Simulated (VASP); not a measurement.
# LiCl (Fm-3m) in VASP: notebook

The runs below take LiCl through single point, with PBE.

Everything below comes from runs of VASP 6.6.1. Logs are shortened: lines on timing, memory, paths and dates and some standing lists are left out, and cuts for length are marked.

### Step 1. The cell of the first run

Symmetry: Fm-3m, No. 225, cubic system. The conventional cell has a = 5.016 Å, b = 5.016 Å, c = 5.016 Å, α = 90.00°, β = 90.00°, γ = 90.00°. Within 3.3 Å of Li (site symmetry m-3m) lie 6 Cl at 2.51 Å. Within 3.3 Å of Cl (site symmetry m-3m) lie 6 Li at 2.51 Å.

### Step 2. Single point, PBE (strain -1.9%)

INCAR

```
SYSTEM = LiCl
ALGO = Normal
EDIFF = 1E-6
ENCUT = 520
GGA = PE
ISIF = 2
ISMEAR = 0
LASPH = .True.
LCHARG = .False.
LREAL = .False.
LWAVE = .False.
NBANDS = 12
NELM = 100
PREC = Accurate
SIGMA = 0.01
```

KPOINTS

```
k-points
0
Gamma
  6 6 6
  0 0 0
```

POSCAR

```
LiCl
1.0
    0.0000000000      2.5079719324      2.5079719324
    2.5079719324      0.0000000000      2.5079719324
    2.5079719324      2.5079719324      0.0000000000
Li Cl
1 1
Direct
    0.0000000000      0.0000000000      0.0000000000
    0.5000000000      0.5000000000      0.5000000000
```

Potentials or basis: VASP PAW PBE potentials, release 64 (Li_sv, Cl).

Command:

```
$ cat potpaw_PBE.64/Li_sv/POTCAR potpaw_PBE.64/Cl/POTCAR > POTCAR
$ mpirun -np 1 vasp_std > vasp.out
```

OUTCAR:

```text
SYSTEM = LiCl
   EDIFF = 1E-6
   ENCUT = 520
   GGA = PE
   ISIF = 2
   ISMEAR = 0
   LASPH = .True.
   LREAL = .False.
   NELM = 100
   PREC = Accurate

 ion  position               nearest neighbor table
   1  0.000  0.000  0.000-   2 2.51   2 2.51   2 2.51   2 2.51   2 2.51   2 2.51
   2  0.500  0.500  0.500-   1 2.51   1 2.51   1 2.51   1 2.51   1 2.51   1 2.51

  LATTYP: Found a face centered cubic cell.
 ALAT       =     5.0159438648

  Lattice vectors:

 A1 = (   0.0000000000,   2.5079719324,   2.5079719324)
 A2 = (   2.5079719324,   0.0000000000,   2.5079719324)
 A3 = (   2.5079719324,   2.5079719324,   0.0000000000)

Analysis of symmetry for initial positions (statically):
=====================================================================
 Subroutine PRICEL returns:
 Original cell was already a primitive cell.

 Routine SETGRP: Setting up the symmetry group for a
 face centered cubic supercell.

 Subroutine GETGRP returns: Found 48 space group operations
 (whereof 48 operations were pure point group operations)
 out of a pool of 48 trial point group operations.

The static configuration has the point symmetry O_h .

Analysis of symmetry for dynamics (positions and initial velocities):
=====================================================================
 Subroutine PRICEL returns:
 Original cell was already a primitive cell.

 Routine SETGRP: Setting up the symmetry group for a
 face centered cubic supercell.

 Subroutine GETGRP returns: Found 48 space group operations
 (whereof 48 operations were pure point group operations)
 out of a pool of 48 trial point group operations.

The dynamic configuration has the point symmetry O_h .

 Subroutine INISYM returns: Found 48 space group operations
 (whereof 48 operations are pure point group operations),
 and found     1 'primitive' translations

----------------------------------------------------------------------------------------

                                     Primitive cell

  volume of cell :      31.5499

  direct lattice vectors                    reciprocal lattice vectors
     0.000000000  2.507971932  2.507971932    -0.199364273  0.199364273  0.199364273
     2.507971932  0.000000000  2.507971932     0.199364273 -0.199364273  0.199364273
     2.507971932  2.507971932  0.000000000     0.199364273  0.199364273 -0.199364273

  length of vectors
     3.546807921  3.546807921  3.546807921     0.345309049  0.345309049  0.345309049

  position of ions in fractional coordinates (direct lattice)
     0.000000000  0.000000000  0.000000000
     0.500000000  0.500000000  0.500000000

  ion indices of the primitive-cell ions
   primitive index   ion index
                 1           1
                 2           2

----------------------------------------------------------------------------------------

 KPOINTS: k-points

Automatic generation of k-mesh.
 Grid dimensions read from file:
 generate k-points for:    6    6    6

 Generating k-lattice:

  Cartesian coordinates                     Fractional coordinates (reciprocal lattice)
    -0.033227379  0.033227379  0.033227379     0.166666667  0.000000000  0.000000000
     0.033227379 -0.033227379  0.033227379     0.000000000  0.166666667  0.000000000
     0.033227379  0.033227379 -0.033227379     0.000000000  0.000000000  0.166666667

  Length of vectors
     0.057551508  0.057551508  0.057551508

  Shift w.r.t. Gamma in fractional coordinates (k-lattice)
     0.000000000  0.000000000  0.000000000

 Subroutine IBZKPT returns following result:
 ===========================================

 Found     16 irreducible k-points:

 Following reciprocal coordinates:
            Coordinates               Weight
  0.000000  0.000000  0.000000      1.000000
  0.166667  0.000000  0.000000      8.000000
  0.333333  0.000000  0.000000      8.000000
  0.500000  0.000000  0.000000      4.000000
  0.166667  0.166667  0.000000      6.000000
  0.333333  0.166667  0.000000     24.000000
[... 8 lines left out ...]
 -0.333333  0.333333  0.166667     24.000000
 -0.333333  0.500000  0.166667     12.000000
   k-points           NKPTS =     16   k-points in BZ     NKDIM =     16   number of bands    NBANDS=     12
   number of dos      NEDOS =    301   number of ions     NIONS =      2
   total plane-waves  NPLWV =  21952
   dimension x,y,z NGX =    28 NGY =   28 NGZ =   28
   dimension x,y,z NGXF=    56 NGYF=   56 NGZF=   56
   ions per type =               1   1
   NGX,Y,Z   is equivalent  to a cutoff of  13.12, 13.12, 13.12 a.u.
   NGXF,Y,Z  is equivalent  to a cutoff of  26.25, 26.25, 26.25 a.u.
 SYSTEM =  LiCl
   PREC   = accura    normal or accurate (medium, high low for compatibility)
   ISTART =      0    job   : 0-new  1-cont  2-samecut
   ICHARG =      2    charge: 1-file 2-atom 10-const
   ISPIN  =      1    spin polarized calculation?
   LNONCOLLINEAR =      F non collinear calculations
   LSORBIT =      F    spin-orbit coupling
   LASPH  =      T    aspherical Exc in radial PAW
   ENCUT  =  520.0 eV  38.22 Ry    6.18 a.u.   6.59  6.59  6.59*2*pi/ulx,y,z
   NELM   =    100;   NELMIN=  2; NELMDL= -5     # of ELM steps
   EDIFF  = 0.1E-05   stopping-criterion for ELM
   LREAL  =      F    real-space projection
   EDIFFG = 0.1E-04   stopping-criterion for IOM
   NSW    =      0    number of steps for IOM
   IBRION =     -1    ionic relax: 0-MD 1-quasi-New 2-CG
   NFREE  =      0    steps in history (QN), initial steepest desc. (CG)
   ISIF   =      2    stress and relaxation
   ISYM   =      2    0-nonsym 1-usesym 2-fastsym
   POTIM  = 0.5000    time-step for ionic-motion
   TEBEG  =    0.0;   TEEND  =   0.0 temperature during run
   PSTRESS=    0.0 pullay stress
   NELECT =      10.0000    total number of electrons
   NUPDOWN=      -1.0000    fix difference up-down
   EMIN   =  10.00;   EMAX   =-10.00  energy-range for DOS
   EFERMI =   0.00;   METHOD = LEGACY
   ISMEAR =     0;   SIGMA  =   0.01  broadening in eV -4-tet -1-fermi 0-gaus
   EFERMI_NEDOS =   21; number of points for ismear=-14 and -15
   IALGO  =     38    algorithm
   IMIX   =      4    mixing-type and parameters
     AMIX     =   0.40;   BMIX     =  1.00
     AMIX_MAG =   1.60;   BMIX_MAG =  1.00
  volume/ion in A,a.u.               =      15.77       106.45
  Fermi-wavevector in a.u.,A,eV,Ry     =   1.116200  2.109313 16.951543  1.245903
  Thomas-Fermi vector in A             =   2.252812
   LORBIT       =      0    0 simple, 1 ext, 2 COOP (PROOUT), +10 PAW based schemes
   GGA     = PE    functional components
   LHFCALC =     F    Hartree Fock is set to
   AEXX    =    0.0000 exact exchange contribution
   IVDW    =     0    specifies the selected vdW correction
   LEPSILON=     F    determine dielectric tensor
   LRPA    =     F    only Hartree local field effects (RPA)
 non-spin polarized calculation
 Gauss-broadening in eV      SIGMA  =   0.01
  energy-cutoff  :      520.00
  volume of cell :       31.55
 maximum number of plane-waves:       869
 NGX is ok and might be reduce to    28
   NGX = 13   NGY = 13   NGZ = 13

 number of electron      10.0000000 magnetization

 number of electron       9.9999992 magnetization

 Free energy of the ion-electron system (eV)
  ---------------------------------------------------
  ext. energy  EPLUGINS =         0.00000000
  ---------------------------------------------------
  free energy    TOTEN  =        -7.36372240 eV

  energy without entropy =       -7.36372240  energy(sigma->0) =       -7.36372240

 E-fermi :   1.2792     XC(G=0):  -9.0242

 val. band max:        1.1055956325   @ k =   0.0000   0.0000   0.0000
 cond. band min:       7.8522133359   @ k =   0.0000   0.0000   0.0000
 fundamental gap:      6.7466177034
 Fermi energy:         1.2792057936

 k-point     1 :       0.0000    0.0000    0.0000
  band No.  band energies     occupation
      1     -42.3108      2.00000
      2     -12.5403      2.00000
      3       1.1056      2.00000
      4       1.1056      2.00000
      5       1.1056      2.00000
      6       7.8522      0.00000
      7      13.0935      0.00000
      8      13.0935      0.00000
      9      13.0935      0.00000
     10      15.9128      0.00000
     11      15.9130      0.00000
     12      16.0407      0.00000

 k-point     2 :       0.1667    0.0000    0.0000
  band No.  band energies     occupation
      1     -42.3098      2.00000
      2     -12.3903      2.00000
      3       0.1656      2.00000
      4       1.0275      2.00000
      5       1.0275      2.00000
      6       8.5106      0.00000
      7      12.1519      0.00000
      8      12.7169      0.00000
      9      12.7169      0.00000
     10      14.4408      0.00000
     11      14.4408      0.00000
     12      16.6987      0.00000

 k-point     3 :       0.3333    0.0000    0.0000
  band No.  band energies     occupation
      1     -42.3078      2.00000
      2     -12.0602      2.00000
      3      -1.3321      2.00000
      4       0.8846      2.00000
      5       0.8846      2.00000
      6       8.3066      0.00000
      7      11.1991      0.00000
      8      11.1991      0.00000
      9      13.3263      0.00000
     10      16.4080      0.00000
     11      16.4080      0.00000
     12      17.5633      0.00000

 k-point     4 :       0.5000    0.0000    0.0000
  band No.  band energies     occupation
      1     -42.3069      2.00000
      2     -11.8766      2.00000
      3      -1.9886      2.00000
      4       0.8191      2.00000
      5       0.8191      2.00000
      6       7.9321      0.00000
      7      10.6302      0.00000
      8      10.6302      0.00000
      9      14.7966      0.00000
     10      18.4766      0.00000
     11      18.5372      0.00000
     12      18.5372      0.00000

 k-point     5 :       0.1667    0.1667    0.0000
  band No.  band energies     occupation
      1     -42.3095      2.00000
      2     -12.3370      2.00000
      3       0.2547      2.00000
      4       0.7598      2.00000
      5       0.7598      2.00000
      6       9.0912      0.00000
      7      11.5514      0.00000
      8      11.9346      0.00000
      9      13.4066      0.00000
     10      13.4066      0.00000
     11      16.3860      0.00000
     12      17.6118      0.00000
[... 108 lines left out ...]
      1     -42.3057      2.00000
      2     -11.5814      2.00000
      3      -2.1068      2.00000
      4      -0.1260      2.00000
      5      -0.1260      2.00000
      6       9.1414      0.00000
      7       9.2882      0.00000
      8      14.1348      0.00000
      9      15.7503      0.00000
     10      15.7503      0.00000
     11      18.4203      0.00000
     12      20.0607      0.00000

 k-point    14 :       0.5000    0.3333    0.1667
  band No.  band energies     occupation
      1     -42.3066      2.00000
      2     -11.8037      2.00000
      3      -1.3559      2.00000
      4      -0.4219      2.00000
      5       0.4049      2.00000
      6      10.3719      0.00000
      7      10.6300      0.00000
      8      10.8686      0.00000
      9      13.3364      0.00000
     10      15.4434      0.00000
     11      19.3040      0.00000
     12      19.8692      0.00000

 k-point    15 :      -0.3333    0.3333    0.1667
  band No.  band energies     occupation
      1     -42.3060      2.00000
      2     -11.6674      2.00000
      3      -1.5171      2.00000
      4      -0.8307      2.00000
      5       0.2286      2.00000
      6      10.1736      0.00000
      7      10.6129      0.00000
      8      12.2717      0.00000
      9      12.6112      0.00000
     10      16.6553      0.00000
     11      17.6221      0.00000
     12      19.9561      0.00000

 k-point    16 :      -0.3333    0.5000    0.1667
  band No.  band energies     occupation
      1     -42.3057      2.00000
      2     -11.5900      2.00000
      3      -1.7094      2.00000
      4      -0.7456      2.00000
      5      -0.0836      2.00000
      6      10.0281      0.00000
      7      10.5624      0.00000
      8      12.7260      0.00000
      9      12.9273      0.00000
     10      16.5494      0.00000
     11      18.7743      0.00000
     12      20.0961      0.00000

------------------------ aborting loop because EDIFF is reached ----------------------------------------

  FORCE on cell =-STRESS in cart. coord.  units (eV):
  Direction    XX          YY          ZZ          XY          YZ          ZX
  --------------------------------------------------------------------------------------
  -------------------------------------------------------------------------------------
  Total        0.5675640      0.5675640      0.5675640      0.0000000      0.0000000      0.0000000
  in kB       28.8222199     28.8222199     28.8222199      0.0000000      0.0000000      0.0000000
  external PRESSURE =      28.8222199 kB  Pullay stress =       0.0000000 kB

 VOLUME and BASIS-vectors are now :
 -----------------------------------------------------------------------------
  energy-cutoff  :      520.00
  volume of cell :       31.55
      direct lattice vectors                 reciprocal lattice vectors
     0.000000000  2.507971932  2.507971932    -0.199364273  0.199364273  0.199364273
     2.507971932  0.000000000  2.507971932     0.199364273 -0.199364273  0.199364273
     2.507971932  2.507971932  0.000000000     0.199364273  0.199364273 -0.199364273

 POSITION                                       TOTAL-FORCE (eV/Angst)
 -----------------------------------------------------------------------------------
      0.00000      0.00000      0.00000         0.000000      0.000000      0.000000
      2.50797      2.50797      2.50797        -0.000000     -0.000000     -0.000000
 -----------------------------------------------------------------------------------
    total drift:                                0.000000      0.000000      0.000000

  FREE ENERGIE OF THE ION-ELECTRON SYSTEM (eV)
  ---------------------------------------------------
  free  energy   TOTEN  =        -7.3637223964 eV

  energy  without entropy=       -7.3637223964  energy(sigma->0) =       -7.36372240
```

Wall time 7.7 s (1 thread of AMD EPYC 7R43 (Zen 3), shared host); peak memory 0.11 GiB.

Results:

- Free energy: -7.3637 eV
- Band gap on the k mesh: 6.75 eV, direct

Caveat: the cell differs from its parent crystal (strain -1.9%); the cutoff is under 1.25 times the usual one of these potentials, so pressure, stress and relaxed cells hold a basis-set (Pulay) error. A k mesh can miss the band edges.

(Continued in part 2 of 2.)
